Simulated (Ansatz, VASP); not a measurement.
**One calculation of AlCo, two programs**

```xyz
2
Lattice="2.5409 0.0000 0.0000 0.0000 2.5409 0.0000 0.0000 0.0000 3.5928" Properties=species:S:1:pos:R:3 pbc="T T T"
Al    0.0000    0.0000    0.0000
Co    1.2704    1.2704    1.7964
```

Alike in both runs: task single point; functional PBE; k mesh 24 × 24 × 24; occupations gaussian, width 0.15 eV; no spin polarisation.

|  | VASP | Ansatz |
| --- | --- | --- |
| version | VASP 6.6.1 | Ansatz 0.2.0 |
| potentials or method | VASP PAW PBE potentials, release 64 (Al, Co), cutoff 520 eV | scalar-relativistic, plane waves, PAW |
| valence electrons in the cell | 12 | 20 |

```csv
,VASP,Ansatz,Ansatz less VASP
gap on the k mesh at the Fermi level (eV),none,none,-
pressure (GPa),6.6,6.8,+0.18
"traceless stress, the component that is largest in VASP (GPa)",-19.12,-18.99,+0.133
```

A gap of «none» marks a metal or a gap that the smearing closes. With one functional, cell and mesh, what is left measures potentials, basis and numerics. VASP's potentials hold 12 valence electrons a cell and Ansatz's 20, so a difference there can come from the potentials and not from the codes.
